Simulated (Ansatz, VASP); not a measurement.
This is a calculation of Os for Ansatz 0.2.0.

Contents of input.yaml:

```yaml
crystal:
  lattice:
    - [2.7341, 0.0, 0.0]
    - [-1.36705, 2.3678000565, 0.0]
    - [0.0, 0.0, 4.3197]
  atoms:
    - { symbol: Os, position: [0.6666666667, 0.3333333333, 0.75] }
    - { symbol: Os, position: [0.3333333333, 0.6666666667, 0.25] }
kpoints:
  mp_grid: { grid: [11, 11, 6] }
scf:
  occupations: { method: gaussian, width: 0.027 }
hamiltonian:
  xc: pbe
  pseudopotentials: { kind: all_electron, lapw: { basis_error: 0.001 } }
output:
  forces: true
  stress: true
  eigenvalues: true
```

Potentials or basis: all-electron LAPW, scalar-relativistic.

Run with:

```console
$ ansatz run input.yaml --threads 1 --pin off --max-ram 3072MiB --backend cpu --events-out ev --progress --plain --runs-dir out
```

Problem. Set up the same calculation for VASP 6.6.1. Potentials there: VASP PAW PBE potentials, release 64 (Os).

Solution. As run (the cutoff follows the program's own potentials):

Contents of INCAR:

```
ALGO = Fast
EDIFF = 1E-6
ENCUT = 520
GGA = PE
ISIF = 2
ISMEAR = 0
LASPH = T
LCHARG = T
LELF = T
LREAL = F
LVHAR = T
LWAVE = F
NBANDS = 15
NELM = 60
PREC = Accurate
SIGMA = 0.027000000000000003
```

File KPOINTS:

```
k-points
0
Gamma
  11 11 6
```

Contents of POSCAR:

```
Os
1.0
    2.7341000000      0.0000000000      0.0000000000
   -1.3670500000      2.3678000565      0.0000000000
    0.0000000000      0.0000000000      4.3197000000
Os
2
Direct
    0.6666666667      0.3333333333      0.7500000000
    0.3333333333      0.6666666667      0.2500000000
```

Potentials or basis: VASP PAW PBE potentials, release 64 (Os).

Run with:

```sh
$ cat potpaw_PBE.64/Os/POTCAR > POTCAR
$ mpirun -np 1 vasp_std > vasp.out
```

Both were run:

|  | VASP | Ansatz | Ansatz less VASP |
| --- | --- | --- | --- |
| gap on the k mesh at the Fermi level (eV) | none | none | - |
| pressure (GPa) | 8.7 | 8.7 | 0.00 |
| traceless stress, the component that is largest in VASP (GPa) | 0.20 | 0.25 | +0.055 |

A gap of «none» marks a metal or a gap that the smearing closes. Ansatz ran all-electron here, and VASP with PAW potentials.

Neither program's run includes spin-orbit coupling.
